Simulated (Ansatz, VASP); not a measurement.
## One calculation of Na, two programs

The input INCAR:

```
SYSTEM = Na
  PREC = Accurate
  ENCUT = 520
  EDIFF = 1E-6
  ISMEAR = -1
  SIGMA = 0.05
  LREAL = .FALSE.
  LASPH = .TRUE.
  NELM = 60
  ALGO = Normal
  ISIF = 2
  LWAVE = .FALSE.
  LCHARG = .FALSE.
  GGA = PS
  NBANDS = 22
```

KPOINTS

```
Automatic mesh
0
G
  8 8 3
  0 0 0
```

POSCAR

```
Na
1.0
    3.6503718133      0.0000000000      0.0000000000
   -1.8251859066      3.1613147235      0.0000000000
    0.0000000000      0.0000000000     12.3678775047
Na
4
Direct
    0.6666666667      0.3333333333      0.7500000000
    0.0000000000      0.0000000000      0.5000000000
    0.3333333333      0.6666666667      0.2500000000
    0.0000000000      0.0000000000      0.0000000000
```

The input input.yaml:

```yaml
crystal:
  lattice:
    - [3.6503718133, 0.0, 0.0]
    - [-1.8251859066, 3.1613147235, 0.0]
    - [0.0, 0.0, 12.3678775047]
  atoms:
    - { symbol: Na, position: [0.6666666667, 0.3333333333, 0.75] }
    - { symbol: Na, position: [0.0, 0.0, 0.5] }
    - { symbol: Na, position: [0.3333333333, 0.6666666667, 0.25] }
    - { symbol: Na, position: [0.0, 0.0, 0.0] }
hamiltonian:
  xc: pbesol
  pseudopotentials: { kind: paw }
kpoints:
  mp_grid: { grid: [8, 8, 3] }
scf:
  occupations: { method: fermi_dirac, width: 0.05 }
output:
  forces: true
  stress: true
  eigenvalues: true
```

Alike in both runs: task single point; functional PBEsol; k mesh 8 × 8 × 3; occupations fermi-dirac, width 0.05 eV; no spin polarisation.

```csv
,VASP,Ansatz
version,VASP 6.6.1,Ansatz 0.2.0
potentials or method,"VASP PAW PBE potentials, release 64 (Na_pv)",Ansatz PAW
plane-wave cutoff (eV),520,420
valence electrons in the cell,28,36
```

|  | VASP | Ansatz | Ansatz less VASP |
| --- | --- | --- | --- |
| gap on the k mesh at the Fermi level (eV) | none | none | - |
| pressure (GPa) | 0.2 | 0.2 | 0.00 |
| traceless stress, the component that is largest in VASP (GPa) | -0.69 | -0.69 | 0.000 |

VASP's potentials were made for PBE, not for PBEsol. A gap of «none» marks a metal or a gap that the smearing closes. VASP's potentials hold 28 valence electrons a cell and Ansatz's 36, so a difference there can come from the potentials and not from the codes.
